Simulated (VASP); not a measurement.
## Ba: single point with PBEsol

Crystal: Ba.

```
Ba
1.0
     3.85130    0.00000    0.00000
     0.00000    3.85130    0.00000
     0.00000    0.00000    3.85130
Ba
1
Direct
  0.00000 0.00000 0.00000
```

This isn't the form of Ba at room conditions, which is bcc.

```json
{
  "Program": "VASP 6.6.1",
  "Task": "single point",
  "Functional": "PBEsol",
  "Potentials or basis": "VASP PAW PBE potentials, release 64 (Ba_sv)",
  "Cutoff": "520 eV",
  "k mesh": "6 × 6 × 6",
  "Occupations": "methfessel-paxton, width 0.1 eV",
  "Spin": "no spin polarisation",
  "Dipole correction": "no",
  "Further INCAR settings": "ALGO = Normal; EDIFF = 1e-07; NBANDS = 11"
}
```

- Pressure: -0.2 GPa
- Band gap on the k mesh: zero (bands 5 and 6 overlap by 0.22 eV)

Levels at points of the mesh, in eV from the Fermi level:
| k point | band 3 | band 4 | band 5 | band 6 | band 7 | band 8 |
| --- | --- | --- | --- | --- | --- | --- |
| (0.00, 0.00, 0.00) | -13.86 | -13.86 | -2.72 | -0.14 | -0.14 | 5.18 |
| (0.50, 0.00, 0.00) | -13.77 | -13.77 | -0.78 | 0.48 | 0.88 | 2.68 |
| (0.50, 0.50, 0.00) | -14.62 | -13.69 | -1.23 | 0.64 | 3.23 | 3.23 |
| (0.50, 0.50, 0.50) | -14.49 | -14.49 | -0.21 | -0.21 | -0.21 | 3.92 |

It took 13 s on 1 thread of Intel Xeon 8259CL (shared host), peak memory 0.17 GiB.

Caveat: the PAW data sets were made with another functional, which shifts forces and pressure a little; spin-orbit coupling is left out, which moves the levels of the heavy elements.
